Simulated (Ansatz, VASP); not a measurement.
Two plane-wave programs on Al2O3

The input POSCAR:

```
Al2O3
1.0
    2.4269486412      1.4011994513      4.2917191920
   -2.4269486412      1.4011994513      4.2917191920
    0.0000000000     -2.8023989026      4.2917191920
Al O
4 6
Direct
    0.8529056305      0.8529056305      0.8529056305
    0.3529056305      0.3529056305      0.3529056305
    0.1470943695      0.1470943695      0.1470943695
    0.6470943695      0.6470943695      0.6470943695
    0.4447798271      0.0552201729      0.7500000000
    0.0552201729      0.7500000000      0.4447798271
    0.5552201729      0.9447798271      0.2500000000
    0.2500000000      0.5552201729      0.9447798271
    0.9447798271      0.2500000000      0.5552201729
    0.7500000000      0.4447798271      0.0552201729
```

INCAR.step1

```
  ALGO = Normal
  EDIFF = 1E-4
  ENCUT = 520
  GGA = PE
  ISMEAR = 0
  LASPH = True
  LCHARG = False
  LREAL = False
  LWAVE = True
  NBANDS = 35
  NELM = 80
  PREC = Accurate
  SIGMA = 0.01
```

Contents of INCAR.step2:

```
  ALGO = Normal
  EDIFF = 1E-6
  ENCUT = 520
  ISIF = 2
  ISMEAR = 0
  ISTART = 1
  LASPH = True
  LCHARG = False
  LMIXTAU = True
  LREAL = False
  LWAVE = False
  METAGGA = R2SCAN
  NBANDS = 35
  NELM = 80
  PREC = Accurate
  SIGMA = 0.01
```

File KPOINTS:

```
k-points
0
Gamma
  6 6 6
```

Input for Ansatz:

```yaml
crystal:
  lattice:
    - [2.4269486412, 1.4011994513, 4.291719192]
    - [-2.4269486412, 1.4011994513, 4.291719192]
    - [0.0, -2.8023989026, 4.291719192]
  atoms:
    - { symbol: Al, position: [0.8529056305, 0.8529056305, 0.8529056305] }
    - { symbol: Al, position: [0.3529056305, 0.3529056305, 0.3529056305] }
    - { symbol: Al, position: [0.1470943695, 0.1470943695, 0.1470943695] }
    - { symbol: Al, position: [0.6470943695, 0.6470943695, 0.6470943695] }
    - { symbol: O, position: [0.4447798271, 0.0552201729, 0.75] }
    - { symbol: O, position: [0.0552201729, 0.75, 0.4447798271] }
    - { symbol: O, position: [0.5552201729, 0.9447798271, 0.25] }
    - { symbol: O, position: [0.25, 0.5552201729, 0.9447798271] }
    - { symbol: O, position: [0.9447798271, 0.25, 0.5552201729] }
    - { symbol: O, position: [0.75, 0.4447798271, 0.0552201729] }
kpoints:
  mp_grid: { grid: [6, 6, 6] }
  band_path:
    path:
      - [0.0, 0.0, 0.0]
      - [0.5, 0.5, 0.5]
      - [0.7662811645, 0.2337188355, 0.5]
      - [0.5, -0.2337188355, 0.2337188355]
      - [0.5, 0.0, 0.0]
      - [0.3668594178, -0.3668594178, 0.0]
      - [0.6331405822, 0.0, 0.3668594178]
      - [0.5, 0.0, 0.5]
    npoints: 1
hamiltonian:
  xc: r2scan
scf:
  occupations: { method: fixed }
  n_extra_bands: 6
output:
  forces: true
  stress: true
  eigenvalues: true
  write_density: true
  write_potential: true
  elf: true
  volumetric_format: npy
```

Change from the starting cell: epitaxial_xy strain +2.0%.

Alike in both runs: task single point; functional r2SCAN; k mesh 6 × 6 × 6; no spin polarisation.

|  | VASP | Ansatz |
| --- | --- | --- |
| version | VASP 6.6.1 | Ansatz 0.2.0 |
| potentials or method | VASP PAW PBE potentials, release 64 (Al, O) | plane waves, PAW |
| plane-wave cutoff (eV) | 520 | 500 |
| occupations | gaussian, width 0.01 eV | fixed |
| valence electrons in the cell | 48 | 48 |

Ansatz gave:

- gap on the k mesh at the Fermi level (eV): 6.50
- pressure (GPa): -7.5
- traceless stress, the component that is largest in VASP (GPa): 7.54
- rms of the force components (eV/Å): 0.000

Q: Which values does VASP return?

A: gap on the k mesh at the Fermi level (eV): 6.52; pressure (GPa): -8.1; traceless stress, the component that is largest in VASP (GPa): 7.52; rms of the force components (eV/Å): 0.008.

VASP's potentials were made for PBE, not for r2SCAN. Atom by atom the forces differ by 0.008 eV/Å (rms over components).
